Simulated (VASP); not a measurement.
# MgTl (Pm-3m) in VASP: a series of runs, part 2 of 2

VASP 6.6.1. Earlier steps stand in the parts before.

### Step 3. Electric field gradients, LDA (volume scaled by 1.06)

The input, INCAR:

```
SYSTEM = MgTl
ALGO     = Normal         ! electronic algorithm
EDIFF    = 1E-8           ! SCF threshold, eV
ENCUT    = 520            ! plane-wave cutoff, eV
ISIF     = 2              ! what is computed and relaxed
ISMEAR   = -1             ! smearing method
LASPH    = .TRUE.         ! aspherical terms in the spheres
LCHARG   = .FALSE.        ! write CHGCAR
LEFG     = .TRUE.       
LREAL    = .FALSE.        ! projectors in reciprocal space
LWAVE    = .FALSE.        ! write WAVECAR
NBANDS   = 14             ! bands
NELM     = 60             ! most SCF steps
PREC     = Accurate       ! precision mode
SIGMA    = 0.05           ! smearing width, eV
```

The input, KPOINTS:

```
k-points
0
G
  9 9 9
  0 0 0
```

The input, POSCAR:

```
MgTl
1.0
    3.7062926095      0.0000000000      0.0000000000
    0.0000000000      3.7062926095      0.0000000000
    0.0000000000      0.0000000000      3.7062926095
Mg Tl
1 1
Direct
    0.0000000000      0.0000000000      0.0000000000
    0.5000000000      0.5000000000      0.5000000000
```

Potentials or basis: VASP PAW LDA potentials, release 64 (Mg, Tl_d).

Run with:

```
$ cat potpaw_LDA.64/Mg/POTCAR potpaw_LDA.64/Tl_d/POTCAR > POTCAR
$ mpirun -np 1 vasp_std > vasp.out
```

OUTCAR:

```text
SYSTEM = MgTl
   EDIFF = 1E-8
   ENCUT = 520
   ISIF = 2
   ISMEAR = -1
   LASPH = .TRUE.
   LREAL = .FALSE.
   NELM = 60
   PREC = Accurate

 ion  position               nearest neighbor table
   1  0.000  0.000  0.000-   2 3.21   2 3.21   2 3.21   2 3.21   2 3.21   2 3.21   2 3.21   2 3.21

   2  0.500  0.500  0.500-   1 3.21   1 3.21   1 3.21   1 3.21   1 3.21   1 3.21   1 3.21   1 3.21

  LATTYP: Found a simple cubic cell.
 ALAT       =     3.7062926095

  Lattice vectors:

 A1 = (   3.7062926095,   0.0000000000,   0.0000000000)
 A2 = (   0.0000000000,   3.7062926095,   0.0000000000)
 A3 = (   0.0000000000,   0.0000000000,   3.7062926095)

Analysis of symmetry for initial positions (statically):
=====================================================================
 Subroutine PRICEL returns:
 Original cell was already a primitive cell.

 Routine SETGRP: Setting up the symmetry group for a
 simple cubic supercell.

 Subroutine GETGRP returns: Found 48 space group operations
 (whereof 48 operations were pure point group operations)
 out of a pool of 48 trial point group operations.

The static configuration has the point symmetry O_h .

Analysis of symmetry for dynamics (positions and initial velocities):
=====================================================================
 Subroutine PRICEL returns:
 Original cell was already a primitive cell.

 Routine SETGRP: Setting up the symmetry group for a
 simple cubic supercell.

 Subroutine GETGRP returns: Found 48 space group operations
 (whereof 48 operations were pure point group operations)
 out of a pool of 48 trial point group operations.

The dynamic configuration has the point symmetry O_h .
[... 166 lines left out ...]
     11      10.1124      0.00000
     12      10.1124      0.00000
     13      17.5965      0.00000
     14      17.5965      0.00000
[... 377 lines left out ...]
      1      -6.7530      2.00000
      2      -6.6473      2.00000
      3      -6.6217      2.00000
      4      -6.5932      2.00000
      5      -6.4095      2.00000
      6      -1.3193      2.00000
      7       1.8957      2.00000
      8       3.8832      2.00000
      9       6.2607      0.00000
     10       8.9810      0.00000
     11      10.7155      0.00000
     12      12.8049      0.00000
     13      13.3655      0.00000
     14      15.2450      0.00000

 [... further k-points ...]
[... 5 lines left out ...]
  --------------------------------------------------------------------------------------
  -------------------------------------------------------------------------------------
  Total       -1.3980441     -1.3980441     -1.3980441     -0.0000000      0.0000000     -0.0000000
  in kB      -43.9959148    -43.9959148    -43.9959148     -0.0000000      0.0000000     -0.0000000
  external PRESSURE =     -43.9959148 kB  Pullay stress =       0.0000000 kB

 VOLUME and BASIS-vectors are now :
 -----------------------------------------------------------------------------
  energy-cutoff  :      520.00
  volume of cell :       50.91
      direct lattice vectors                 reciprocal lattice vectors
     3.706292610  0.000000000  0.000000000     0.269811401  0.000000000  0.000000000
     0.000000000  3.706292610  0.000000000     0.000000000  0.269811401  0.000000000
     0.000000000  0.000000000  3.706292610     0.000000000  0.000000000  0.269811401

 POSITION                                       TOTAL-FORCE (eV/Angst)
 -----------------------------------------------------------------------------------
      0.00000      0.00000      0.00000         0.000000      0.000000      0.000000
      1.85315      1.85315      1.85315         0.000000      0.000000      0.000000
 -----------------------------------------------------------------------------------
    total drift:                                0.000000      0.000000      0.000000

  FREE ENERGIE OF THE ION-ELECTRON SYSTEM (eV)
  ---------------------------------------------------
  free  energy   TOTEN  =        -4.9884771107 eV

  energy  without entropy=       -4.9794246417  energy(sigma->0) =       -4.98395088

 Electric field gradients (V/A^2)
---------------------------------------------------------------------
 ion       V_xx      V_yy      V_zz      V_xy      V_xz      V_yz
---------------------------------------------------------------------
   1      -0.000    -0.000    -0.000     0.000    -0.000    -0.000
   2      -0.000    -0.000     0.000     0.000     0.000     0.000
---------------------------------------------------------------------

 Electric field gradients after diagonalization (V/A^2)
 (convention: |V_zz| > |V_xx| > |V_yy|)
----------------------------------------------------------------------
 ion       V_xx      V_yy      V_zz     asymmetry (V_yy - V_xx)/ V_zz
----------------------------------------------------------------------
   1      -0.000    -0.000    -0.000      -0.145
   2      -0.000    -0.000     0.000       0.032
----------------------------------------------------------------------

           NMR quadrupolar parameters

 Cq : quadrupolar parameter    Cq=e*Q*V_zz/h
 eta: asymmetry parameters     (V_yy - V_xx)/ V_zz
 Q  : nuclear electric quadrupole moment in mb (millibarn)
----------------------------------------------------------------------
 ion       Cq(MHz)       eta       Q (mb)
----------------------------------------------------------------------
   1      -0.000      -0.145       1.000
   2       0.000       0.032       1.000
----------------------------------------------------------------------
```

OSZICAR:

```text
N       E                     dE             d eps       ncg     rms          rms(c)
DAV:   1     0.512296215804E+02    0.51230E+02   -0.71073E+03  1044   0.881E+02
DAV:   2    -0.423140184893E+01   -0.55461E+02   -0.53635E+02  1178   0.192E+02
DAV:   3    -0.509234835670E+01   -0.86095E+00   -0.85899E+00  1196   0.206E+01
DAV:   4    -0.509709677283E+01   -0.47484E-02   -0.47477E-02  1196   0.169E+00
DAV:   5    -0.509716321259E+01   -0.66440E-04   -0.66439E-04  1292   0.194E-01    0.227E+00
DAV:   6    -0.502219416074E+01    0.74969E-01   -0.50096E-02  1136   0.182E+00    0.153E+00
DAV:   7    -0.498944854467E+01    0.32746E-01   -0.36512E-02  1172   0.146E+00    0.546E-01
DAV:   8    -0.498855764697E+01    0.89090E-03   -0.29621E-03  1292   0.366E-01    0.721E-02
DAV:   9    -0.498847922566E+01    0.78421E-04   -0.13997E-04  1106   0.769E-02    0.143E-02
DAV:  10    -0.498847721731E+01    0.20084E-05   -0.75003E-06  1274   0.181E-02    0.636E-03
DAV:  11    -0.498847715523E+01    0.62076E-07   -0.28001E-07  1142   0.365E-03    0.159E-03
DAV:  12    -0.498847711144E+01    0.43796E-07   -0.11878E-07  1166   0.260E-03    0.162E-04
DAV:  13    -0.498847711072E+01    0.71395E-09   -0.29163E-09   700   0.317E-04
   1 F= -.49884771E+01 E0= -.49839509E+01  d E =-.905247E-02
```

Run time: 24 s. Hardware: 1 thread of Intel Xeon Platinum 8259CL at 2.50GHz (Skylake/Cascade Lake), shared host; peak memory 0.15 GiB.

Results:

```yaml
Free_energy: -4.9885 eV
Pressure: -4.4 GPa
```

Caveat: without QUAD_EFG the Cq values of the log hold for a quadrupole moment of 1 mb, not for the nuclei; spin-orbit coupling is left out, which moves the levels of the heavy elements.

### Step 4. Electric field gradients, LDA (volume scaled by 1.06)

The input, INCAR:

```
SYSTEM = MgTl
ALGO = Normal ; EDIFF = 1E-8
ENCUT = 520 ; GGA = CA
ISIF = 2 ; ISMEAR = -1
LASPH = .True. ; LCHARG = .False.
LEFG = .True. ; LREAL = .False.
LWAVE = .False. ; NBANDS = 14
NELM = 80 ; PREC = Accurate
SIGMA = 0.05
```

The input, KPOINTS:

```
k-points
0
Gamma
  9 9 9
  0 0 0
```

POSCAR is that of step 3.

Potentials or basis: VASP PAW LDA potentials, release 64 (Mg, Tl_d).

Run with:

```
$ cat potpaw_LDA.64/Mg/POTCAR potpaw_LDA.64/Tl_d/POTCAR > POTCAR
$ mpirun -np 1 vasp_std > vasp.out
```

OUTCAR:

```text
SYSTEM = MgTl
   EDIFF = 1E-8
   ENCUT = 520
   GGA = CA
   ISIF = 2
   ISMEAR = -1
   LASPH = .True.
   LREAL = .False.
   NELM = 80
   PREC = Accurate

 ion  position               nearest neighbor table
   1  0.000  0.000  0.000-   2 3.21   2 3.21   2 3.21   2 3.21   2 3.21   2 3.21   2 3.21   2 3.21

   2  0.500  0.500  0.500-   1 3.21   1 3.21   1 3.21   1 3.21   1 3.21   1 3.21   1 3.21   1 3.21

  LATTYP: Found a simple cubic cell.
 ALAT       =     3.7062926095

  Lattice vectors:

 A1 = (   3.7062926095,   0.0000000000,   0.0000000000)
 A2 = (   0.0000000000,   3.7062926095,   0.0000000000)
 A3 = (   0.0000000000,   0.0000000000,   3.7062926095)

Analysis of symmetry for initial positions (statically):
=====================================================================
 Subroutine PRICEL returns:
 Original cell was already a primitive cell.

 Routine SETGRP: Setting up the symmetry group for a
 simple cubic supercell.

 Subroutine GETGRP returns: Found 48 space group operations
 (whereof 48 operations were pure point group operations)
 out of a pool of 48 trial point group operations.

The static configuration has the point symmetry O_h .

Analysis of symmetry for dynamics (positions and initial velocities):
=====================================================================
 Subroutine PRICEL returns:
 Original cell was already a primitive cell.

 Routine SETGRP: Setting up the symmetry group for a
 simple cubic supercell.

 Subroutine GETGRP returns: Found 48 space group operations
 (whereof 48 operations were pure point group operations)
 out of a pool of 48 trial point group operations.

The dynamic configuration has the point symmetry O_h .

 Subroutine INISYM returns: Found 48 space group operations
 (whereof 48 operations are pure point group operations),
 and found     1 'primitive' translations

----------------------------------------------------------------------------------------

                                     Primitive cell

  volume of cell :      50.9119

  direct lattice vectors                    reciprocal lattice vectors
     3.706292610  0.000000000  0.000000000     0.269811401  0.000000000  0.000000000
     0.000000000  3.706292610  0.000000000     0.000000000  0.269811401  0.000000000
     0.000000000  0.000000000  3.706292610     0.000000000  0.000000000  0.269811401

  length of vectors
     3.706292610  3.706292610  3.706292610     0.269811401  0.269811401  0.269811401

  position of ions in fractional coordinates (direct lattice)
     0.000000000  0.000000000  0.000000000
     0.500000000  0.500000000  0.500000000

  ion indices of the primitive-cell ions
   primitive index   ion index
                 1           1
                 2           2

----------------------------------------------------------------------------------------

 KPOINTS: k-points

Automatic generation of k-mesh.
 Grid dimensions read from file:
 generate k-points for:    9    9    9
[... 77 lines left out ...]
   EMIN   =  10.00;   EMAX   =-10.00  energy-range for DOS
   EFERMI =   0.00;   METHOD = LEGACY
   ISMEAR =    -1;   SIGMA  =   0.05  broadening in eV -4-tet -1-fermi 0-gaus
   EFERMI_NEDOS =   21; number of points for ismear=-14 and -15
   IALGO  =     38    algorithm
   IMIX   =      4    mixing-type and parameters
     AMIX     =   0.40;   BMIX     =  1.00
     AMIX_MAG =   1.60;   BMIX_MAG =  1.00
  volume/ion in A,a.u.               =      25.46       171.79
  Fermi-wavevector in a.u.,A,eV,Ry     =   1.089345  2.058564 16.145668  1.186673
  Thomas-Fermi vector in A             =   2.225546
   LORBIT       =      0    0 simple, 1 ext, 2 COOP (PROOUT), +10 PAW based schemes
   GGA     = CA    functional components
   LHFCALC =     F    Hartree Fock is set to
   AEXX    =    0.0000 exact exchange contribution
   IVDW    =     0    specifies the selected vdW correction
   LEPSILON=     F    determine dielectric tensor
   LRPA    =     F    only Hartree local field effects (RPA)
 non-spin polarized calculation
  energy-cutoff  :      520.00
  volume of cell :       50.91
 maximum number of plane-waves:      1385
 NGX is ok and might be reduce to    28
   NGX = 13   NGY = 13   NGZ = 13

 number of electron      15.0000005 magnetization

 Free energy of the ion-electron system (eV)
  ---------------------------------------------------
  ext. energy  EPLUGINS =         0.00000000
  ---------------------------------------------------
  free energy    TOTEN  =        -4.98847711 eV

  energy without entropy =       -4.97942464  energy(sigma->0) =       -4.98395088

 E-fermi :   4.8790     XC(G=0):  -9.7314

 val. band max:        4.7945690049   @ k =   0.4444   0.3333   0.3333
 cond. band min:       4.9199804894   @ k =   0.4444   0.4444   0.0000
 fundamental gap:      0.1254114844
 Fermi energy:         4.8790250313

 k-point     1 :       0.0000    0.0000    0.0000
  band No.  band energies     occupation
      1      -6.8038      2.00000
      2      -6.8038      2.00000
      3      -6.5064      2.00000
      4      -6.5064      2.00000
      5      -6.5064      2.00000
      6      -4.3900      2.00000
      7       7.1856      0.00000
      8       7.1856      0.00000
      9       7.1856      0.00000
     10       7.7129      0.00000
     11      10.1124      0.00000
     12      10.1124      0.00000
     13      17.5965      0.00000
     14      17.5965      0.00000
[... 377 lines left out ...]
      1      -6.7530      2.00000
      2      -6.6473      2.00000
      3      -6.6217      2.00000
      4      -6.5932      2.00000
      5      -6.4095      2.00000
      6      -1.3193      2.00000
      7       1.8957      2.00000
      8       3.8832      2.00000
      9       6.2607      0.00000
     10       8.9810      0.00000
     11      10.7155      0.00000
     12      12.8049      0.00000
     13      13.3655      0.00000
     14      15.2450      0.00000

 [... further k-points ...]
[... 5 lines left out ...]
  --------------------------------------------------------------------------------------
  -------------------------------------------------------------------------------------
  Total       -1.3980441     -1.3980441     -1.3980441     -0.0000000      0.0000000     -0.0000000
  in kB      -43.9959148    -43.9959148    -43.9959148     -0.0000000      0.0000000     -0.0000000
  external PRESSURE =     -43.9959148 kB  Pullay stress =       0.0000000 kB

 VOLUME and BASIS-vectors are now :
 -----------------------------------------------------------------------------
  energy-cutoff  :      520.00
  volume of cell :       50.91
      direct lattice vectors                 reciprocal lattice vectors
     3.706292610  0.000000000  0.000000000     0.269811401  0.000000000  0.000000000
     0.000000000  3.706292610  0.000000000     0.000000000  0.269811401  0.000000000
     0.000000000  0.000000000  3.706292610     0.000000000  0.000000000  0.269811401

 POSITION                                       TOTAL-FORCE (eV/Angst)
 -----------------------------------------------------------------------------------
      0.00000      0.00000      0.00000         0.000000      0.000000      0.000000
      1.85315      1.85315      1.85315         0.000000      0.000000      0.000000
 -----------------------------------------------------------------------------------
    total drift:                                0.000000      0.000000      0.000000

  FREE ENERGIE OF THE ION-ELECTRON SYSTEM (eV)
  ---------------------------------------------------
  free  energy   TOTEN  =        -4.9884771107 eV

  energy  without entropy=       -4.9794246417  energy(sigma->0) =       -4.98395088

 Electric field gradients (V/A^2)
---------------------------------------------------------------------
 ion       V_xx      V_yy      V_zz      V_xy      V_xz      V_yz
---------------------------------------------------------------------
   1      -0.000    -0.000    -0.000     0.000    -0.000    -0.000
   2      -0.000    -0.000     0.000     0.000     0.000     0.000
---------------------------------------------------------------------

 Electric field gradients after diagonalization (V/A^2)
 (convention: |V_zz| > |V_xx| > |V_yy|)
----------------------------------------------------------------------
 ion       V_xx      V_yy      V_zz     asymmetry (V_yy - V_xx)/ V_zz
----------------------------------------------------------------------
   1      -0.000    -0.000    -0.000      -0.145
   2      -0.000    -0.000     0.000       0.032
----------------------------------------------------------------------

           NMR quadrupolar parameters

 Cq : quadrupolar parameter    Cq=e*Q*V_zz/h
 eta: asymmetry parameters     (V_yy - V_xx)/ V_zz
 Q  : nuclear electric quadrupole moment in mb (millibarn)
----------------------------------------------------------------------
 ion       Cq(MHz)       eta       Q (mb)
----------------------------------------------------------------------
   1      -0.000      -0.145       1.000
   2       0.000       0.032       1.000
----------------------------------------------------------------------
```

stdout:

```text
POSCAR found type information on POSCAR MgTl
 POSCAR found :  2 types and       2 ions
 scaLAPACK will be used
 LDA part: xc-table for (Slater(with rela. corr.)+CA(PZ))
 , standard interpolation
 POSCAR, INCAR and KPOINTS ok, starting setup
 FFT: planning ... GRIDC
 FFT: planning ... GRID_SOFT
 FFT: planning ... GRID
 WAVECAR not read
 entering main loop
ion   1

ion   2
```

Run time: 23 s. Hardware: 1 thread of Intel Xeon Platinum 8259CL at 2.50GHz (Skylake/Cascade Lake), shared host; peak memory 0.15 GiB.

Results:

- Free energy: -4.9885 eV
- Pressure: -4.4 GPa

Caveat: without QUAD_EFG the Cq values of the log hold for a quadrupole moment of 1 mb, not for the nuclei; spin-orbit coupling is left out, which moves the levels of the heavy elements.
